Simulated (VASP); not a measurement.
Input of a VASP 6.6.1 run:

INCAR

```
ALGO = Normal
EDIFF = 1E-6
ENCUT = 520
GGA = CA
ISIF = 2
ISMEAR = -1
ISPIN = 2
LASPH = T
LCHARG = F
LMAXMIX = 4
LORBIT = 11
LREAL = F
LWAVE = F
MAGMOM = 0 1
NBANDS = 18
NELM = 150
PREC = Accurate
SIGMA = 0.1
```

File KPOINTS:

```
k-points
0
Gamma
  7 7 7
```

POSCAR

```
AlNi
1.0
    2.8691800000     -0.0578400000      0.0015600000
   -0.0578400000      2.9876700000     -0.0504200000
    0.0015600000     -0.0504200000      2.8739200000
Al Ni
1 1
Direct
    0.9977500000      0.0111100000      0.9934100000
    0.4982900000      0.4937100000      0.5033000000
```

Potentials or basis: VASP PAW LDA potentials, release 64 (Al, Ni).

Run with:

```sh
$ cat potpaw_LDA.64/Al/POTCAR potpaw_LDA.64/Ni/POTCAR > POTCAR
$ mpirun -np 1 vasp_std > vasp.out
```

(1) Estimate the net moment.

(2) Predict the largest force.

(3) Predict the pressure.

Answers

(1) 0.00 μB per cell.

(2) 0.239 eV/Å.

(3) -11.6 GPa.
